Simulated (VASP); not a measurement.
MgS (zincblende type):

```
Mg S
1.0
     0.00000    2.84837    2.84837
     2.84837    0.00000    2.84837
     2.84837    2.84837    0.00000
Mg S
1 1
Direct
  0.00000 0.00000 0.00000
  0.25000 0.25000 0.25000
```

Base run:

* Program: VASP 6.6.1
* Functional: PBE
* Potentials or basis: VASP PAW PBE potentials, release 64 (Mg, S)
* Cutoff: 520 eV
* k mesh: 13 × 13 × 13
* Occupations: fermi-dirac, width 0.05 eV
* Spin: no spin polarisation

Its results: band gap on the k mesh 3.37 eV, direct; pressure -0.1 GPa.

**Question.** After a change of settings the same cell gave: band gap on the k mesh 3.21 eV, direct; pressure -1.4 GPa. Which change was it?
A. functional from PBE to LDA; potentials or basis from VASP PAW PBE potentials, release 64 (Mg, S) to VASP PAW LDA potentials, release 64 (Mg, S)
B. functional from PBE to PBEsol; further incar settings from ALGO = Normal; EDIFF = 1e-08; NBANDS = 11 to ALGO = Normal; EDIFF = 1e-06; NBANDS = 11
C. further incar settings from ALGO = Normal; EDIFF = 1e-08; NBANDS = 11 to ALGO = Normal; EDIFF = 1e-07; NBANDS = 11

**Answer.** B.

Caveats: the PAW data sets were made with another functional, which shifts forces and pressure a little (some runs).
